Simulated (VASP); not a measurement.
Runs of VASP 6.6.1 on Rh. The structure is that of space group P6_3/mmc (No. 194), or close to it. The cells are those of the table. 

```tsv
cell	gap on the mesh (eV)	pressure (GPa)
a = 2.884, b = 2.884, c = 4.638 Å, angles 90.0, 90.0, 120.0°, 2 atoms	none	(a)
a = 2.849, b = 2.849, c = 4.582 Å, angles 90.0, 90.0, 120.0°, 2 atoms	none	(b)
a = 2.661, b = 2.661, c = 4.280 Å, angles 90.0, 90.0, 120.0°, 2 atoms	none	38.3
a = 2.777, b = 2.777, c = 4.466 Å, angles 90.0, 90.0, 120.0°, 2 atoms	none	0.5
a = 2.739, b = 2.739, c = 4.406 Å, angles 90.0, 90.0, 120.0°, 2 atoms	none	10.1
```

Alike in all rows: task single point; level BLYP; potentials or basis VASP PAW PBE potentials, release 64 (Rh_pv); no spin polarisation; k mesh 15 × 15 × 8; cutoff (eV) 520; smearing fermi-dirac 0.1 eV.

Task: Estimate the missing entries.

Result: (a) -17.2; (b) -12.8.

Caveats: the PAW data sets were made with another functional, which shifts forces and pressure a little.

A k mesh can miss the band edges, and the runs leave out spin-orbit coupling on Rh.

A gap of «none» marks levels without a gap at the run's occupations.
